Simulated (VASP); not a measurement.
Runs of VASP 6.6.1 on Sb. The structure is that of space group P6/mmm (No. 191), or close to it. The cells are those of the table. 

```csv
task,cell,cutoff (eV),gap on the mesh (eV),pressure (GPa)
relaxation of cell and atoms,"relaxed to 100 GPa from a = 2.762, b = 2.762, c = 2.596 Å, angles 90.0, 90.0, 120.0°, 1 atom",600,none,100.0
single point,"a = 2.762, b = 2.762, c = 2.596 Å, angles 90.0, 90.0, 120.0°, 1 atom",520,none,(a)
relaxation of cell and atoms,"relaxed to 100 GPa from a = 2.723, b = 2.723, c = 2.559 Å, angles 90.0, 90.0, 120.0°, 1 atom",600,none,100.0
single point,"a = 2.761, b = 2.761, c = 2.596 Å, angles 90.0, 90.0, 120.0°, 1 atom",520,none,102.1
```

Alike in all rows: level PBE; potentials or basis VASP PAW PBE potentials, release 64 (Sb); no spin polarisation; k mesh 16 × 16 × 15; smearing fermi-dirac 0.08 eV.

Task: Estimate the missing entries.

Result: (a) 102.0.

Caveats: spin-orbit coupling is left out, which moves the levels of the heavy elements; the cell is relaxed towards a set pressure, so the enthalpy falls and the energy may rise (some runs).

A k mesh can miss the band edges, and the runs leave out spin-orbit coupling on Sb.

A gap of «none» marks levels without a gap at the run's occupations.
